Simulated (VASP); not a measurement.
# ZrO2 (Fm-3m) in VASP: elastic constants with r2SCAN

Aim: the elastic constants of ZrO2 with r2SCAN.

Program: VASP 6.6.1. These are calculated values, not measurements. Logs are shortened: lines on timing, memory, paths and dates and some standing lists are left out, and cuts for length are marked.

## (1) The cell of the first run

It takes space group Fm-3m (No. 225, cubic). The conventional cell has a = 4.930 Å, b = 4.930 Å, c = 4.930 Å, α = 90.00°, β = 90.00°, γ = 90.00°. Zr (site symmetry m-3m) has 8 O at 2.13 Å within 2.8 Å. Within 2.8 Å of O (site symmetry -43m) lie 4 Zr at 2.13 Å and 6 O at 2.46 Å.

## (2) Elastic constants, r2SCAN

The input, INCAR:

```
ALGO = Normal
EDIFF = 1E-8
ENCUT = 660
GGA_COMPAT = F
IBRION = 6
ISIF = 3
ISMEAR = 0
KPAR = 4
LASPH = T
LCHARG = F
LMIXTAU = T
LREAL = F
LWAVE = F
METAGGA = R2SCAN
NELM = 120
NFREE = 2
NSW = 1
POTIM = 0.015
PREC = Accurate
SIGMA = 0.01
```

The input, KPOINTS:

```
k-points
0
Gamma
  8 8 8
```

The input, POSCAR:

```
ZrO2
1.0
    0.0000000000      2.4647528977      2.4647528977
    2.4647528977      0.0000000000      2.4647528977
    2.4647528977      2.4647528977      0.0000000000
Zr O
1 2
Direct
    0.0000000000      0.0000000000      0.0000000000
    0.2500000000      0.2500000000      0.2500000000
    0.7500000000      0.7500000000      0.7500000000
```

Potentials or basis: VASP PAW PBE potentials, release 64 (Zr_sv, O).

Started as:

```sh
$ cat potpaw_PBE.64/Zr_sv/POTCAR potpaw_PBE.64/O/POTCAR > POTCAR
$ mpirun -np 4 vasp_std > vasp.out
```

OUTCAR:

```text
EDIFF = 1E-8
   ENCUT = 660
   IBRION = 6
   ISIF = 3
   ISMEAR = 0
   LASPH = T
   LREAL = F
   METAGGA = R2SCAN
   NELM = 120
   NFREE = 2
   NSW = 1
   POTIM = 0.015
   PREC = Accurate

 ion  position               nearest neighbor table
   1  0.000  0.000  0.000-   3 2.13   3 2.13   3 2.13   2 2.13   3 2.13   2 2.13   2 2.13   2 2.13

   2  0.250  0.250  0.250-   1 2.13   1 2.13   1 2.13   1 2.13
   3  0.750  0.750  0.750-   1 2.13   1 2.13   1 2.13   1 2.13

  LATTYP: Found a face centered cubic cell.
 ALAT       =     4.9295057954

  Lattice vectors:

 A1 = (   0.0000000000,   2.4647528977,   2.4647528977)
 A2 = (   2.4647528977,   0.0000000000,   2.4647528977)
 A3 = (   2.4647528977,   2.4647528977,   0.0000000000)

Analysis of symmetry for initial positions (statically):
=====================================================================
 Subroutine PRICEL returns:
 Original cell was already a primitive cell.

 Routine SETGRP: Setting up the symmetry group for a
 face centered cubic supercell.

 Subroutine GETGRP returns: Found 48 space group operations
 (whereof 48 operations were pure point group operations)
 out of a pool of 48 trial point group operations.

The static configuration has the point symmetry O_h .

Analysis of symmetry for dynamics (positions and initial velocities):
=====================================================================
 Subroutine PRICEL returns:
 Original cell was already a primitive cell.

 Routine SETGRP: Setting up the symmetry group for a
 face centered cubic supercell.

 Subroutine GETGRP returns: Found 48 space group operations
 (whereof 48 operations were pure point group operations)
 out of a pool of 48 trial point group operations.

The dynamic configuration has the point symmetry O_h .

 Subroutine INISYM returns: Found 48 space group operations
 (whereof 48 operations are pure point group operations),
 and found     1 'primitive' translations

----------------------------------------------------------------------------------------

                                     Primitive cell

  volume of cell :      29.9468

  direct lattice vectors                    reciprocal lattice vectors
     0.000000000  2.464752898  2.464752898    -0.202860092  0.202860092  0.202860092
     2.464752898  0.000000000  2.464752898     0.202860092 -0.202860092  0.202860092
     2.464752898  2.464752898  0.000000000     0.202860092  0.202860092 -0.202860092

  length of vectors
     3.485686976  3.485686976  3.485686976     0.351363986  0.351363986  0.351363986

  position of ions in fractional coordinates (direct lattice)
     0.000000000  0.000000000  0.000000000
     0.250000000  0.250000000  0.250000000
     0.750000000  0.750000000  0.750000000

  ion indices of the primitive-cell ions
   primitive index   ion index
                 1           1
                 2           2
                 3           3

----------------------------------------------------------------------------------------

 KPOINTS: k-points

Automatic generation of k-mesh.
 Grid dimensions read from file:
 generate k-points for:    8    8    8

 Generating k-lattice:

  Cartesian coordinates                     Fractional coordinates (reciprocal lattice)
    -0.025357512  0.025357512  0.025357512     0.125000000  0.000000000  0.000000000
     0.025357512 -0.025357512  0.025357512     0.000000000  0.125000000  0.000000000
     0.025357512  0.025357512 -0.025357512     0.000000000  0.000000000  0.125000000

  Length of vectors
     0.043920498  0.043920498  0.043920498

  Shift w.r.t. Gamma in fractional coordinates (k-lattice)
     0.000000000  0.000000000  0.000000000

 Subroutine IBZKPT returns following result:
 ===========================================

 Found     29 irreducible k-points:

[... 51 lines left out ...]
   ISIF   =      3    stress and relaxation
   ISYM   =      2    0-nonsym 1-usesym 2-fastsym
   POTIM  = 0.0150    time-step for ionic-motion
   TEBEG  =    0.0;   TEEND  =   0.0 temperature during run
   PSTRESS=    0.0 pullay stress
   NELECT =      24.0000    total number of electrons
   NUPDOWN=      -1.0000    fix difference up-down
   EMIN   =  10.00;   EMAX   =-10.00  energy-range for DOS
   EFERMI =   0.00;   METHOD = LEGACY
   ISMEAR =     0;   SIGMA  =   0.01  broadening in eV -4-tet -1-fermi 0-gaus
   EFERMI_NEDOS =   21; number of points for ismear=-14 and -15
   IALGO  =     38    algorithm
   IMIX   =      4    mixing-type and parameters
     AMIX     =   0.40;   BMIX     =  1.00
     AMIX_MAG =   1.60;   BMIX_MAG =  1.00
  volume/ion in A,a.u.               =       9.98        67.36
  Fermi-wavevector in a.u.,A,eV,Ry     =   1.520647  2.873607 31.461684  2.312369
  Thomas-Fermi vector in A             =   2.629470
   LORBIT       =      0    0 simple, 1 ext, 2 COOP (PROOUT), +10 PAW based schemes
   METAGGA = R2SCAN    functional components
   LHFCALC =     F    Hartree Fock is set to
   AEXX    =    0.0000 exact exchange contribution
   IVDW    =     0    specifies the selected vdW correction
   LEPSILON=     F    determine dielectric tensor
   LRPA    =     F    only Hartree local field effects (RPA)
 finite differences with symmetry
 non-spin polarized calculation
 Gauss-broadening in eV      SIGMA  =   0.01
  energy-cutoff  :      660.00
  volume of cell :       29.95
 maximum number of plane-waves:      1174
 NGX is ok and might be reduce to    30
   NGX = 15   NGY = 15   NGZ = 15

--------------------------------------- Ionic step        1  -------------------------------------------

 number of electron      24.0000005 magnetization

 Free energy of the ion-electron system (eV)
  ---------------------------------------------------
  ext. energy  EPLUGINS =         0.00000000
  ---------------------------------------------------
  free energy    TOTEN  =       -45.59425488 eV

  energy without entropy =      -45.59425488  energy(sigma->0) =      -45.59425488

------------------------ aborting loop because EDIFF is reached ----------------------------------------

  FORCE on cell =-STRESS in cart. coord.  units (eV):
  Direction    XX          YY          ZZ          XY          YZ          ZX
  --------------------------------------------------------------------------------------
  -------------------------------------------------------------------------------------
  Total        5.6513569      5.6513569      5.6513569     -0.0000000      0.0000000     -0.0000000
  in kB      302.3522210    302.3522210    302.3522210     -0.0000000      0.0000000     -0.0000000
  external PRESSURE =     302.3522210 kB  Pullay stress =       0.0000000 kB
[... 92 lines left out ...]
  FREE ENERGIE OF THE ION-ELECTRON SYSTEM (eV)
  ---------------------------------------------------
  free  energy   TOTEN  =       -45.4939066786 eV

  energy  without entropy=      -45.4939066786  energy(sigma->0) =      -45.49390668

[... ionic steps 4 to 14 ...]

--------------------------------------- Ionic step       15  -------------------------------------------

 number of electron      24.0000005 magnetization

------------------------ aborting loop because EDIFF is reached ----------------------------------------
[... 69 lines left out ...]
--------------------------------------- Ionic step       17  -------------------------------------------

 number of electron      24.0000003 magnetization

 Free energy of the ion-electron system (eV)
  ---------------------------------------------------
  ext. energy  EPLUGINS =         0.00000000
  ---------------------------------------------------
  free energy    TOTEN  =       -45.59250878 eV

  energy without entropy =      -45.59250878  energy(sigma->0) =      -45.59250878

 E-fermi :   8.1553     XC(G=0): -13.1015

 val. band max:        8.0342633381   @ k =   0.0000   0.5000   0.5000
 cond. band min:      12.1928834364   @ k =   0.0000   0.0000   0.0000
 fundamental gap:      4.1586200983
 Fermi energy:         8.1553449302

 k-point     1 :       0.0000    0.0000    0.0000
  band No.  band energies     occupation
      1     -41.0797      2.00000
      2     -18.1802      2.00000
      3     -18.1786      2.00000
      4     -18.1769      2.00000
      5     -11.6233      2.00000
      6      -8.7451      2.00000
[... 433 lines left out ...]
      3     -18.6375      2.00000
      4     -18.3445      2.00000
      5     -10.0270      2.00000
      6      -9.1508      2.00000
[... 8 lines left out ...]
     15      15.6503      0.00000
     16      16.8442      0.00000

 [... further k-points ...]
[... 5 lines left out ...]
  --------------------------------------------------------------------------------------
  -------------------------------------------------------------------------------------
  Total        5.6587136      5.6547460      5.6547460      0.0000000      0.1886301      0.0000000
  in kB      302.7458091    302.5335405    302.5335405      0.0000000     10.0918674      0.0000000
  external PRESSURE =     302.6042967 kB  Pullay stress =       0.0000000 kB
[... 18 lines left out ...]
  FREE ENERGIE OF THE ION-ELECTRON SYSTEM (eV)
  ---------------------------------------------------
  free  energy   TOTEN  =       -45.5925087773 eV

  energy  without entropy=      -45.5925087773  energy(sigma->0) =      -45.59250878

 INTERNAL STRAIN TENSORS FROM STRAINED CELLS
 ============================================

 INTERNAL STRAIN TENSOR FOR ION    1 for displacements in x,y,z  (eV/Angst):
          X           Y           Z          XY          YZ          ZX
  --------------------------------------------------------------------------------
  x     0.00000    -0.00000     0.00000     0.00000     0.00000    -0.00000
  y     0.00000    -0.00000    -0.00000     0.00000     0.00000     0.00000
  z    -0.00000     0.00000    -0.00000     0.00000     0.00000    -0.00000

 INTERNAL STRAIN TENSORS FROM DISPLACED ATOMS
 ============================================

 INTERNAL STRAIN TENSOR FOR ION    1 for displacements in x,y,z  (eV/Angst):
          X           Y           Z          XY          YZ          ZX
  --------------------------------------------------------------------------------
  x     0.00000     0.00000     0.00000     0.00000     0.00000     0.00000
  y     0.00000     0.00000     0.00000     0.00000     0.00000     0.00000
  z     0.00000     0.00000     0.00000     0.00000     0.00000     0.00000

 INTERNAL STRAIN TENSOR FOR ION    3 for displacements in x,y,z  (eV/Angst):
          X           Y           Z          XY          YZ          ZX
  --------------------------------------------------------------------------------
  x     0.00000     0.00000     0.00000     0.00000    12.57404     0.00000
  y     0.00000     0.00000     0.00000     0.00000     0.00000    12.57404
  z     0.00000     0.00000     0.00000    12.57404     0.00000     0.00000

 Eigenvectors and eigenvalues of the dynamical matrix
 ----------------------------------------------------

   1 f  =   19.814166 THz   124.496079 2PiTHz  660.929446 cm-1    81.944771 meV
             X         Y         Z           dx          dy          dz
      0.000000  0.000000  0.000000     0.000000    0.000000   -0.000000
      1.232376  1.232376  1.232376     0.039578    0.705998    0.000000
      3.697129  3.697129  3.697129    -0.039578   -0.705998   -0.000000
[... 43 lines left out ...]
   9 f/i=    0.004812 THz     0.030234 2PiTHz    0.160507 cm-1     0.019900 meV
             X         Y         Z           dx          dy          dz
      0.000000  0.000000  0.000000    -0.618861    0.595231   -0.058521
      1.232376  1.232376  1.232376    -0.258906    0.249021   -0.024483
      3.697129  3.697129  3.697129    -0.258906    0.249021   -0.024483

--------------------------------------------------------------------------------------------------------

 ELASTIC MODULI CONTR FROM IONIC RELAXATION (kBar)
 Direction    XX          YY          ZZ          XY          YZ          ZX
 --------------------------------------------------------------------------------
 XX          -0.0000      0.0000     -0.0000     -0.0000     -0.0000      0.0000
 YY           0.0000     -0.0000      0.0000      0.0000      0.0000     -0.0000
 ZZ          -0.0000      0.0000     -0.0000     -0.0000     -0.0000      0.0000
 XY          -0.0000      0.0000     -0.0000   -658.2184     -0.0000      0.0000
 YZ          -0.0000      0.0000     -0.0000     -0.0000   -658.2184      0.0000
 ZX           0.0000     -0.0000      0.0000      0.0000      0.0000   -658.2184
 --------------------------------------------------------------------------------

 TOTAL ELASTIC MODULI (kBar)
 Direction    XX          YY          ZZ          XY          YZ          ZX
 --------------------------------------------------------------------------------
 XX        6954.8198   1742.3874   1742.3874     -0.0000      0.0000      0.0000
 YY        1742.3874   6954.8198   1742.3874     -0.0000     -0.0000     -0.0000
 ZZ        1742.3874   1742.3874   6954.8198     -0.0000     -0.0000     -0.0000
 XY          -0.0000     -0.0000     -0.0000    929.2703     -0.0000      0.0000
 YZ           0.0000     -0.0000     -0.0000     -0.0000    929.2703      0.0000
 ZX           0.0000     -0.0000     -0.0000      0.0000      0.0000    929.2703
 --------------------------------------------------------------------------------
```

Wall time 25 min (4 MPI ranks of Intel Xeon Platinum 8259CL at 2.50GHz (Skylake/Cascade Lake), shared host); peak memory 0.32 GiB.

Results:

- Elastic constants C11, C12, C44: 695, 174, 93 GPa
- Voigt bulk modulus: 348 GPa
- Highest phonon frequency at Γ, LO-TO splitting left out: 661 cm⁻¹

Phonon frequencies in cm⁻¹ (negative: imaginary):
| q point | frequencies |
| --- | --- |
| (0.000, 0.000, 0.000) | 0 0 0 349 349 349 661 661 661 |

Elastic tensor in Voigt notation (GPa, in the Cartesian axes of the cell as first typed):
```
695 174 174   0   0   0
174 695 174   0   0   0
174 174 695   0   0   0
  0   0   0  93   0   0
  0   0   0   0  93   0
  0   0   0   0   0  93
```

Clamped-ion elastic tensor (GPa):
```
695 174 174   0   0   0
174 695 174   0   0   0
174 174 695   0   0   0
  0   0   0 159   0   0
  0   0   0   0 159   0
  0   0   0   0   0 159
```

Caveat: the cell is under stress, which shifts elastic constants; the PAW data sets were made with another functional, which shifts forces and pressure a little.
